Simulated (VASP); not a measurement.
# CuO in VASP: a series of runs

CuO is run at these levels: PBE; tasks: single point, relaxation of cell and atoms.

Program: VASP 6.6.1. These are calculated values, not measurements. Logs are shortened: lines on timing, memory, paths and dates and some standing lists are left out, and cuts for length are marked.

## 1. The cell of the first run

The structure is cubic, space group Pm-3m (No. 221). The conventional cell has a = 2.645 Å, b = 2.645 Å, c = 2.645 Å, α = 90.00°, β = 90.00°, γ = 90.00°. Cu (site symmetry m-3m) has 8 O at 2.29 Å and 6 Cu at 2.65 Å within 3.0 Å. O (site symmetry m-3m) has 8 Cu at 2.29 Å and 6 O at 2.65 Å within 3.0 Å.

## 2. Single point, PBE, collinear spin, ferromagnetic start

INCAR reads:

```
PREC = Accurate ; ENCUT = 520
EDIFF = 1E-6 ; ISMEAR = 0
SIGMA = 0.1 ; LREAL = False
LASPH = True ; NELM = 150
ALGO = Normal ; ISIF = 2
LWAVE = False ; LCHARG = True
ISPIN = 2 ; MAGMOM = 0.52 0.61
LORBIT = 11 ; LMAXMIX = 4
GGA = PE ; LELF = True
LVHAR = True ; NBANDS = 20
```

KPOINTS reads:

```
Automatic mesh
0
Gamma
  6 6 6
```

POSCAR reads:

```
CuO
1.0
    2.6452082884      0.0000000000      0.0000000000
    0.0000000000      2.6452082884      0.0000000000
    0.0000000000      0.0000000000      2.6452082884
Cu O
1 1
Direct
    0.5000000000      0.5000000000      0.5000000000
    0.0000000000      0.0000000000      0.0000000000
```

Potentials or basis: VASP PAW PBE potentials, release 64 (Cu, O).

Run with:

```console
> cat potpaw_PBE.64/Cu/POTCAR potpaw_PBE.64/O/POTCAR > POTCAR
> mpirun -np 1 vasp_std > vasp.out
```

OUTCAR:

```text
PREC = Accurate
   ENCUT = 520
   EDIFF = 1E-6
   ISMEAR = 0
   LREAL = False
   LASPH = True
   NELM = 150
   ISIF = 2
   ISPIN = 2
   LORBIT = 11
   GGA = PE

 ion  position               nearest neighbor table
   1  0.500  0.500  0.500-   2 2.29   2 2.29   2 2.29   2 2.29   2 2.29   2 2.29   2 2.29   2 2.29

   2  0.000  0.000  0.000-   1 2.29   1 2.29   1 2.29   1 2.29   1 2.29   1 2.29   1 2.29   1 2.29

  LATTYP: Found a simple cubic cell.
 ALAT       =     2.6452082884

  Lattice vectors:

 A1 = (   2.6452082884,   0.0000000000,   0.0000000000)
 A2 = (   0.0000000000,   2.6452082884,   0.0000000000)
 A3 = (   0.0000000000,   0.0000000000,   2.6452082884)

Analysis of symmetry for initial positions (statically):
=====================================================================
 Subroutine PRICEL returns:
 Original cell was already a primitive cell.

 Routine SETGRP: Setting up the symmetry group for a
 simple cubic supercell.

 Subroutine GETGRP returns: Found 48 space group operations
 (whereof 48 operations were pure point group operations)
 out of a pool of 48 trial point group operations.

The static configuration has the point symmetry O_h .

Analysis of symmetry for dynamics (positions and initial velocities):
=====================================================================
 Subroutine PRICEL returns:
 Original cell was already a primitive cell.

 Routine SETGRP: Setting up the symmetry group for a
 simple cubic supercell.

 Subroutine GETGRP returns: Found 48 space group operations
 (whereof 48 operations were pure point group operations)
 out of a pool of 48 trial point group operations.

The dynamic configuration has the point symmetry O_h .

Analysis of structural, dynamic, and magnetic symmetry:
=====================================================================
 Subroutine PRICEL returns:
 Original cell was already a primitive cell.

 Routine SETGRP: Setting up the symmetry group for a
 simple cubic supercell.

 Subroutine GETGRP returns: Found 48 space group operations
 (whereof 48 operations were pure point group operations)
 out of a pool of 48 trial point group operations.

The overall configuration has the point symmetry O_h .

 Subroutine INISYM returns: Found 48 space group operations
 (whereof 48 operations are pure point group operations),
 and found     1 'primitive' translations

[... 110 lines left out ...]
  volume/ion in A,a.u.               =       9.25        62.45
  Fermi-wavevector in a.u.,A,eV,Ry     =   1.591346  3.007208 34.455147  2.532382
  Thomas-Fermi vector in A             =   2.689900
   LORBIT       =     11    0 simple, 1 ext, 2 COOP (PROOUT), +10 PAW based schemes
   GGA     = PE    functional components
   LHFCALC =     F    Hartree Fock is set to
   AEXX    =    0.0000 exact exchange contribution
   IVDW    =     0    specifies the selected vdW correction
   LEPSILON=     F    determine dielectric tensor
   LRPA    =     F    only Hartree local field effects (RPA)
 spin polarized calculation
 Gauss-broadening in eV      SIGMA  =   0.10
  energy-cutoff  :      520.00
  volume of cell :       18.51
 maximum number of plane-waves:       512
 NGX is ok and might be reduce to    20
   NGX =  9   NGY =  9   NGZ =  9

 number of electron      17.0000031 magnetization       0.9829465

 Free energy of the ion-electron system (eV)
  ---------------------------------------------------
  ext. energy  EPLUGINS =         0.00000000
  ---------------------------------------------------
  free energy    TOTEN  =        -8.66752829 eV

  energy without entropy =       -8.66214030  energy(sigma->0) =       -8.66483430

 E-fermi :   6.2183     XC(G=0): -12.7023

 val. band max:        6.2121867723   @ k =   0.5000   0.5000   0.3333
 cond. band min:       6.2233578697   @ k =   0.1667   0.1667   0.0000
 fundamental gap:      0.0111710974
 Fermi energy:         6.2182905497

 spin component 1

 k-point     1 :       0.0000    0.0000    0.0000
  band No.  band energies     occupation
      1     -13.3688      1.00000
      2       2.9702      1.00000
      3       2.9702      1.00000
      4       3.9421      1.00000
      5       3.9421      1.00000
      6       3.9421      1.00000
[... 436 lines left out ...]
      6       4.9979      1.00000
[... 12 lines left out ...]
     19      50.4483      0.00000
     20      50.4621      0.00000
 Fermi energy:         6.2182905497

 spin component 2

 k-point     1 :       0.0000    0.0000    0.0000
  band No.  band energies     occupation
      1     -12.6108      1.00000
      2       3.2084      1.00000
      3       3.2084      1.00000
      4       4.8291      1.00000
      5       4.8291      1.00000
      6       4.8291      1.00000
[... 449 lines left out ...]
     19      50.3814      0.00000
     20      50.6294      0.00000

------------------------ aborting loop because EDIFF is reached ----------------------------------------

  FORCE on cell =-STRESS in cart. coord.  units (eV):
  Direction    XX          YY          ZZ          XY          YZ          ZX
  --------------------------------------------------------------------------------------
  -------------------------------------------------------------------------------------
  Total        0.0233383      0.0233383      0.0233383      0.0000000      0.0000000     -0.0000000
  in kB        2.0202235      2.0202235      2.0202235      0.0000000      0.0000000     -0.0000000
  external PRESSURE =       2.0202235 kB  Pullay stress =       0.0000000 kB

 VOLUME and BASIS-vectors are now :
 -----------------------------------------------------------------------------
  energy-cutoff  :      520.00
  volume of cell :       18.51
      direct lattice vectors                 reciprocal lattice vectors
     2.645208288  0.000000000  0.000000000     0.378042064  0.000000000  0.000000000
     0.000000000  2.645208288  0.000000000     0.000000000  0.378042064  0.000000000
     0.000000000  0.000000000  2.645208288     0.000000000  0.000000000  0.378042064

 POSITION                                       TOTAL-FORCE (eV/Angst)
 -----------------------------------------------------------------------------------
      1.32260      1.32260      1.32260         0.000000      0.000000      0.000000
      0.00000      0.00000      0.00000         0.000000      0.000000      0.000000
 -----------------------------------------------------------------------------------
    total drift:                               -0.000000      0.000000      0.000000

  FREE ENERGIE OF THE ION-ELECTRON SYSTEM (eV)
  ---------------------------------------------------
  free  energy   TOTEN  =        -8.6675282919 eV

  energy  without entropy=       -8.6621403009  energy(sigma->0) =       -8.66483430

 total charge

# of ion       s       p       d       tot
------------------------------------------
    1        0.283   0.282   9.176   9.741
    2        1.598   3.259   0.000   4.858
--------------------------------------------------
tot          1.881   3.541   9.176  14.599

 magnetization (x)

# of ion       s       p       d       tot
------------------------------------------
    1       -0.017  -0.013   0.476   0.446
    2        0.004   0.498   0.000   0.502
--------------------------------------------------
tot         -0.012   0.485   0.476   0.948
```

OSZICAR:

```text
N       E                     dE             d eps       ncg     rms          rms(c)
DAV:   1     0.868808456841E+02    0.86881E+02   -0.73498E+03  1860   0.131E+03
DAV:   2    -0.621383288503E+01   -0.93095E+02   -0.81031E+02  1664   0.252E+02
DAV:   3    -0.116581448337E+02   -0.54443E+01   -0.49601E+01  1772   0.555E+01
DAV:   4    -0.117063989995E+02   -0.48254E-01   -0.48180E-01  1876   0.513E+00
DAV:   5    -0.117067897221E+02   -0.39072E-03   -0.39071E-03  1852   0.482E-01    0.132E+01
DAV:   6    -0.116382655281E+02    0.68524E-01   -0.15029E+01  2184   0.939E+01    0.156E+01
DAV:   7    -0.863154439523E+01    0.30067E+01   -0.34091E+00  2028   0.686E+01    0.189E+00
DAV:   8    -0.865927462926E+01   -0.27730E-01   -0.24682E-01  1852   0.417E+00    0.119E+00
DAV:   9    -0.866198078965E+01   -0.27062E-02   -0.16094E-02  2156   0.182E+00    0.533E-01
DAV:  10    -0.866671264735E+01   -0.47319E-02   -0.53220E-03  2268   0.154E+00    0.128E-01
DAV:  11    -0.866746037402E+01   -0.74773E-03   -0.65831E-04  2024   0.398E-01    0.715E-02
DAV:  12    -0.866751587813E+01   -0.55504E-04   -0.33282E-05  2112   0.838E-02    0.264E-02
DAV:  13    -0.866753024727E+01   -0.14369E-04   -0.11770E-05  2108   0.667E-02    0.176E-02
DAV:  14    -0.866752872442E+01    0.15228E-05   -0.69179E-06  2324   0.680E-02    0.756E-03
DAV:  15    -0.866752829189E+01    0.43252E-06   -0.44215E-07  1140   0.218E-02
   1 F= -.86675283E+01 E0= -.86648343E+01  d E =-.538799E-02  mag=     0.9852
```

stdout:

```text
POSCAR found type information on POSCAR CuO
 POSCAR found :  2 types and       2 ions
 scaLAPACK will be used
 LDA part: xc-table for (Slater+PW92), standard interpolation
 POSCAR, INCAR and KPOINTS ok, starting setup
 FFT: planning ... GRIDC
 FFT: planning ... GRID_SOFT
 FFT: planning ... GRID
 WAVECAR not read
 entering main loop
```

Run time: 38 s. Hardware: 1 thread of AMD EPYC 7R13, shared host; peak memory 0.11 GiB.

What came out:

```yaml
Free_energy: -8.6675 eV
Pressure: 0.2 GPa
Band_gap_on_the_k_mesh: zero (filled and empty bands overlap)
Net_moment: 0.98 μB per cell
Site_moments: Cu +0.45; O +0.50 μB
Valence_electrons_inside_the_program's_atomic_spheres: Cu 9.74; O 4.86
```

Caveat: the k points lie up to 0.40 Å⁻¹ apart; a cell with one magnetic atom can't hold antiferromagnetic order, which such compounds often take; semilocal functionals often make such compounds metallic where correlation or magnetic order opens a gap, which also shifts bond lengths.

## 3. Single point, PBE, collinear spin, ferromagnetic start

INCAR reads:

```
ALGO = Normal
EDIFF = 1E-7
ENCUT = 520
GGA = PE
ISIF = 2
ISMEAR = 0
ISPIN = 2
LASPH = True
LCHARG = True
LELF = True
LMAXMIX = 4
LORBIT = 11
LREAL = False
LVHAR = True
LWAVE = False
MAGMOM = 1 0
NBANDS = 20
NELM = 150
PREC = Accurate
SIGMA = 0.1
```

KPOINTS reads:

```
k-points
0
Gamma
  8 8 4
```

POSCAR reads:

```
CuO
1.0
    2.6442161013      0.0000000000      0.0000000000
    0.0000000000      2.6442161013      0.0000000000
    0.0000000000      0.0000000000      2.6471926626
Cu O
1 1
Direct
    0.5000000000      0.5000000000      0.5000000000
    0.0000000000      0.0000000000      0.0000000000
```

Potentials or basis: VASP PAW PBE potentials, release 64 (Cu, O).

Run with:

```console
> cat potpaw_PBE.64/Cu/POTCAR potpaw_PBE.64/O/POTCAR > POTCAR
> mpirun -np 1 vasp_std > vasp.out
```

Run time: 1.7 min. Hardware: 1 thread of AMD EPYC 7R13, shared host; peak memory 0.12 GiB.

It converged, with:

```yaml
Free_energy: -8.6589 eV
Pressure: 0.2 GPa
Band_gap_on_the_k_mesh: zero (filled and empty bands overlap)
Net_moment: 1.00 μB per cell
Site_moments: Cu +0.45; O +0.51 μB
Valence_electrons_inside_the_program's_atomic_spheres: Cu 9.74; O 4.86
```

Stress tensor (GPa, compression positive):
```
0.35 0.00 0.00
0.00 0.35 0.00
0.00 0.00 0.05
```

Levels at points of the mesh, in eV from the Fermi level:
Spin up:
| k point | band 6 | band 7 | band 8 | band 9 | band 10 | band 11 | band 12 | band 13 |
| --- | --- | --- | --- | --- | --- | --- | --- | --- |
| (0.00, 0.00, 0.00) | -2.31 | -1.87 | -1.87 | -1.86 | 0.48 | 15.55 | 15.57 | 19.28 |
| (0.50, 0.00, 0.00) | -1.82 | -1.29 | -0.13 | -0.11 | 6.24 | 7.42 | 17.44 | 17.45 |
| (0.50, 0.50, 0.00) | -2.29 | -2.29 | -1.47 | -1.28 | 5.09 | 10.99 | 10.99 | 16.82 |
| (0.00, 0.00, 0.50) | -1.80 | -1.30 | -0.12 | -0.12 | 6.24 | 7.40 | 17.46 | 17.48 |
| (0.50, 0.00, 0.50) | -2.29 | -2.28 | -1.44 | -1.28 | 5.07 | 10.97 | 11.00 | 16.84 |
| (0.50, 0.50, 0.50) | -1.25 | -0.16 | -0.16 | -0.16 | 6.98 | 6.98 | 6.98 | 12.73 |
Spin down:
```csv
k point,band 5,band 6,band 7,band 8,band 9,band 10,band 11,band 12
"(0.00, 0.00, 0.00)",-1.42,-1.42,-1.20,-1.20,-1.20,0.72,15.58,15.61
"(0.50, 0.00, 0.00)",-2.78,-1.14,-0.91,0.81,0.82,6.36,7.98,17.46
"(0.50, 0.50, 0.00)",-1.74,-1.65,-1.65,-0.95,-0.45,5.15,11.34,11.34
"(0.00, 0.00, 0.50)",-2.78,-1.14,-0.92,0.81,0.81,6.37,7.97,17.47
"(0.50, 0.00, 0.50)",-1.73,-1.65,-1.64,-0.96,-0.46,5.13,11.34,11.36
"(0.50, 0.50, 0.50)",-0.94,-0.93,0.70,0.70,0.70,6.91,6.91,6.92
```

Caveat: the k points lie up to 0.59 Å⁻¹ apart; a cell with one magnetic atom can't hold antiferromagnetic order, which such compounds often take; semilocal functionals often make such compounds metallic where correlation or magnetic order opens a gap, which also shifts bond lengths.

[end of part 1 of 2]
